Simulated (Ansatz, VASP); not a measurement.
## Sn4Te: VASP beside Ansatz

```
Sn Te
1.0
     5.84362    0.00000    0.00000
     0.00000    5.84362    0.00000
     0.00000    0.00000    5.84362
Sn Te
4 1
Direct
  0.00000 0.50000 0.50000
  0.50000 0.50000 0.00000
  0.50000 0.00000 0.50000
  0.00000 0.00000 0.00000
  0.50000 0.50000 0.50000
```

Change from the starting cell: species swapped into the Fe4N type (Pm-3m, No. 221).

Alike in both runs: functional PBE; k mesh 6 × 6 × 6; occupations gaussian, width 0.1 eV; no spin polarisation.

Ansatz relaxed the structure, and its values are those at the end. VASP's run is a single point on that final structure, the one shown.

```csv
,VASP,Ansatz
version,VASP 6.6.1,Ansatz 0.2.0
potentials or method,"VASP PAW PBE potentials, release 64 (Sn_d, Te), cutoff 520 eV","scalar-relativistic, plane waves, PAW"
valence electrons in the cell,62,72
```

```csv
,VASP,Ansatz,Ansatz less VASP
gap on the k mesh at the Fermi level (eV),none,none,-
pressure (GPa),0.0,0.0,+0.02
```

A gap of «none» marks a metal or a gap that the smearing closes. The functional is the same, so the differences come from potentials, cutoffs and numerics. VASP's potentials hold 62 valence electrons a cell and Ansatz's 72, so a difference there can come from the potentials and not from the codes.

Spin-orbit coupling is off throughout.
